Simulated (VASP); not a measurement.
Write the native input for VASP 6.6.1 that does the following.

| Property | Result |
| --- | --- |
| Task | single point |
| Functional | PBEsol |
| Potentials or basis | VASP PAW PBE potentials, release 64 (Si, C) |
| Cutoff | 520 eV |
| k mesh | 1 × 1 × 1 |
| Occupations | fermi-dirac, width 0.05 eV |
| Spin | collinear spin |
| Dipole correction | no |
| Further INCAR settings | LREAL = Auto; ALGO = Normal; EDIFF = 1e-06; NBANDS = 167 |

The structure of Si31C32 (a cell with a defect) lies in POSCAR:

```
Si31C32
1.0
    8.7137060000      0.0000000000      0.0000000000
    0.0000000000      8.7137060000      0.0000000000
    0.0000000000      0.0000000000      8.7137060000
Si C
31 32
Direct
    0.0002830000      0.9999020000      0.0003300000
    0.0000470000      0.9996610000      0.4996580000
    0.0000350000      0.5005870000      0.0005810000
    0.9999340000      0.4998360000      0.5004000000
    0.5009720000      0.9996510000      0.0005750000
    0.5002220000      0.9995660000      0.5004010000
    0.5002130000      0.4998460000      0.0006740000
    0.2503350000      0.2499620000      0.0004660000
    0.2501240000      0.2497510000      0.4964020000
    0.2498810000      0.7499920000      0.0007920000
    0.2502740000      0.7500360000      0.5014320000
    0.7503560000      0.2495160000      0.0007780000
    0.7504130000      0.2499140000      0.5014160000
    0.7503960000      0.7500220000      0.0001400000
    0.7494890000      0.7491080000      0.4986000000
    0.2498590000      0.9994340000      0.2502470000
    0.2503510000      0.9997760000      0.7502860000
    0.2503010000      0.4988360000      0.2502170000
    0.2501510000      0.5038480000      0.7504650000
    0.7504050000      0.0001610000      0.2501990000
    0.7503530000      0.9994240000      0.7507650000
    0.7494560000      0.5016480000      0.2511670000
    0.7504170000      0.4988850000      0.7503020000
    0.9997770000      0.2494840000      0.2502480000
    0.0001670000      0.2499540000      0.7502860000
    0.0005410000      0.7500250000      0.2501960000
    0.9997760000      0.7499990000      0.7507700000
    0.4992480000      0.2499270000      0.2502220000
    0.5041810000      0.2497840000      0.7504610000
    0.5020070000      0.7490800000      0.2511960000
    0.4992730000      0.7500180000      0.7502990000
    0.1251700000      0.1248160000      0.1252940000
    0.1248400000      0.1244360000      0.6261380000
    0.1243540000      0.6250310000      0.1245060000
    0.1246730000      0.6255930000      0.6256380000
    0.6254200000      0.1239630000      0.1245060000
    0.6259300000      0.1243440000      0.6256340000
    0.6256210000      0.6252650000      0.1250850000
    0.6379260000      0.6375340000      0.6389980000
    0.3748540000      0.3744560000      0.1251530000
    0.3609860000      0.3606690000      0.6395530000
    0.3744930000      0.8752810000      0.1249620000
    0.3748440000      0.8750840000      0.6257740000
    0.8756310000      0.3741400000      0.1249440000
    0.8754860000      0.3744540000      0.6257820000
    0.8752350000      0.8748500000      0.1253850000
    0.8756550000      0.8753180000      0.6261190000
    0.3750000000      0.1243540000      0.3746490000
    0.3744670000      0.1244460000      0.8758090000
    0.3615230000      0.6374800000      0.3627830000
    0.3750070000      0.6255750000      0.8758620000
    0.8760770000      0.1239350000      0.3752220000
    0.8753330000      0.1248280000      0.8754160000
    0.8755790000      0.6252900000      0.3749460000
    0.8760590000      0.6250260000      0.8763190000
    0.1247040000      0.3746190000      0.3746290000
    0.1248270000      0.3740830000      0.8758070000
    0.1243180000      0.8757010000      0.3752120000
    0.1251970000      0.8749640000      0.8754200000
    0.6379070000      0.3611610000      0.3627620000
    0.6259440000      0.3746520000      0.8758420000
    0.6256510000      0.8752070000      0.3749330000
    0.6254000000      0.8756780000      0.8763100000
```

These files were run (other wordings do the same):

INCAR

```
  PREC = Accurate
  ENCUT = 520
  EDIFF = 1E-6
  ISMEAR = -1
  SIGMA = 0.05
  LREAL = Auto
  LASPH = True
  NELM = 150
  ALGO = Normal
  ISIF = 2
  LWAVE = False
  LCHARG = False
  ISPIN = 2
  MAGMOM = 0 0 0 0 0 0 0 0 0 0 0 0 0 0 0 0 0 0 0 0 0 0 0 0 0 0 0 0 0 0 0 0 0 0 0 0 0 0 0.5 0 0.5 0 0 0 0 0 0 0 0 0.5 0 0 0 0 0 0 0 0 0 0.5 0 0 0
  LORBIT = 11
  GGA = PS
  NBANDS = 167
```

KPOINTS

```
regular mesh
0
Gamma
  1 1 1
```

Potentials or basis: VASP PAW PBE potentials, release 64 (Si, C).

Run with:

```console
$ cat potpaw_PBE.64/Si/POTCAR potpaw_PBE.64/C/POTCAR > POTCAR
$ mpirun -np 1 vasp_gam > vasp.out
```

It gave:

| Item | Value |
| --- | --- |
| Pressure | 1.4 GPa |
| Largest force | 0.262 eV/Å |
| Net moment | 2.00 μB per cell |
| Site moments | Si +0.00, +0.01, -0.00, -0.01 (each value once); C -0.00, +0.01, +0.02, +0.00, +0.24, +0.11 (each value once) μB |
| Valence electrons inside the program's atomic spheres | Si 1.68, 1.69 (each value once); C 2.54, 2.53, 2.55, 2.47, 2.44, 2.46 (each value once) |

Caveat: the k points lie up to 0.72 Å⁻¹ apart; the PAW data sets were made with another functional, which shifts forces and pressure a little.

Wall time 9.5 min on 1 thread of Intel(R) Xeon(R) Platinum 8259CL CPU @ 2.50GHz (Skylake/Cascade Lake), on a shared host, peak memory 0.97 GiB.
